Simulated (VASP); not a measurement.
Wanted: the native input for a VASP 6.6.1 run.

* Task: single point
* Functional: PBE
* Potentials or basis: VASP PAW PBE potentials, release 64 (Al, As)
* Cutoff: 500 eV
* k mesh: 8 × 8 × 8
* Occupations: gaussian, width 0.02 eV
* Spin: no spin polarisation
* Dipole correction: no
* Further INCAR settings: ALGO = Normal; EDIFF = 1e-06; NBANDS = 11

The structure of AlAs lies in POSCAR:

```
AlAs
1.0
    0.0000000000      2.8642081016      2.8642081016
    2.8642081016      0.0000000000      2.8642081016
    2.8642081016      2.8642081016      0.0000000000
Al As
1 1
Direct
    0.0000000000      0.0000000000      0.0000000000
    0.2500000000      0.2500000000      0.2500000000
```

The input as run:

INCAR

```
SYSTEM = AlAs
PREC     = Accurate       ! precision mode
ENCUT    = 500            ! plane-wave cutoff, eV
EDIFF    = 1E-6           ! SCF threshold, eV
ISMEAR   = 0              ! smearing method
SIGMA    = 0.02           ! smearing width, eV
LREAL    = .FALSE.        ! projectors in reciprocal space
LASPH    = .TRUE.         ! aspherical terms in the spheres
NELM     = 120            ! most SCF steps
ALGO     = Normal         ! electronic algorithm
ISIF     = 2              ! what is computed and relaxed
LWAVE    = .FALSE.        ! write WAVECAR
LCHARG   = .FALSE.        ! write CHGCAR
GGA      = PE             ! functional
NBANDS   = 11             ! bands
GGA_COMPAT= .FALSE.
```

KPOINTS

```
Automatic mesh
0
G
  8 8 8
  0 0 0
```

Potentials or basis: VASP PAW PBE potentials, release 64 (Al, As).

Run with:

```console
$ cat potpaw_PBE.64/Al/POTCAR potpaw_PBE.64/As/POTCAR > POTCAR
$ mpirun -np 1 vasp_std > vasp.out
```

It gave:

| Item | Value |
| --- | --- |
| Pressure | 0.2 GPa |
| Band gap on the k mesh | 1.49 eV (least direct gap 1.78 eV) |

Wall time 17 s on 1 thread of Intel Xeon 8259CL (shared host), peak memory 0.17 GiB.
